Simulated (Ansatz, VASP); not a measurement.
Given: the input of a run of Ansatz 0.2.0 on KTaO3.

Contents of input.yaml:

```yaml
crystal:
  lattice:
    - [3.9343974464, 0.0, 0.0]
    - [0.0, 3.9343974464, 0.0]
    - [0.0, 0.0, 3.9343974464]
  atoms:
    - { symbol: Ta, position: [0.0, 0.0, 0.0] }
    - { symbol: K, position: [0.5, 0.5, 0.5] }
    - { symbol: O, position: [0.0, 0.0, 0.5] }
    - { symbol: O, position: [0.0, 0.5, 0.0] }
    - { symbol: O, position: [0.5, 0.0, 0.0] }
kpoints:
  mp_grid: { grid: [7, 7, 7] }
scf:
  occupations: { method: fermi_dirac, width: 0.05 }
hamiltonian:
  xc: pbesol
  pseudopotentials: { kind: all_electron, lapw: { basis_error: 0.001 } }
output:
  forces: true
  stress: true
  eigenvalues: true
```

Potentials or basis: all-electron LAPW, scalar-relativistic.

The run is started by

```console
$ ansatz run input.yaml --threads 4 --pin off --max-ram 12288MiB --backend cpu --events-out ev --progress --plain --runs-dir out
```

Set up the same calculation for VASP 6.6.1. Potentials there: VASP PAW PBE potentials, release 64 (Ta_pv, K_sv, O).

As run (the cutoff follows the program's own potentials):

The input INCAR:

```
SYSTEM = KTaO3
  PREC = Accurate
  ENCUT = 520
  EDIFF = 1E-6
  ISMEAR = -1
  SIGMA = 0.05
  LREAL = .False.
  LASPH = .True.
  NELM = 80
  ALGO = Normal
  ISIF = 2
  LWAVE = .False.
  LCHARG = .False.
  GGA = PS
  NBANDS = 27
```

File KPOINTS:

```
regular mesh
0
Gamma
  7 7 7
  0 0 0
```

POSCAR

```
KTaO3
1.0
    3.9343974464      0.0000000000      0.0000000000
    0.0000000000      3.9343974464      0.0000000000
    0.0000000000      0.0000000000      3.9343974464
Ta K O
1 1 3
Direct
    0.0000000000      0.0000000000      0.0000000000
    0.5000000000      0.5000000000      0.5000000000
    0.0000000000      0.0000000000      0.5000000000
    0.0000000000      0.5000000000      0.0000000000
    0.5000000000      0.0000000000      0.0000000000
```

Potentials or basis: VASP PAW PBE potentials, release 64 (Ta_pv, K_sv, O).

The run is started by

```bash
$ cat potpaw_PBE.64/Ta_pv/POTCAR potpaw_PBE.64/K_sv/POTCAR potpaw_PBE.64/O/POTCAR > POTCAR
$ mpirun -np 1 vasp_std > vasp.out
```

Both were run:

|  | VASP | Ansatz | Ansatz less VASP |
| --- | --- | --- | --- |
| gap on the k mesh at the Fermi level (eV) | 2.23 | 2.28 | +0.055 |
| least direct gap on the mesh (eV) | 2.77 | 2.80 | +0.032 |
| pressure (GPa) | 9.5 | 8.5 | -0.98 |

VASP's potentials were made for PBE, not for PBEsol. Ansatz ran all-electron here, and VASP with PAW potentials.

Spin-orbit coupling is off throughout.
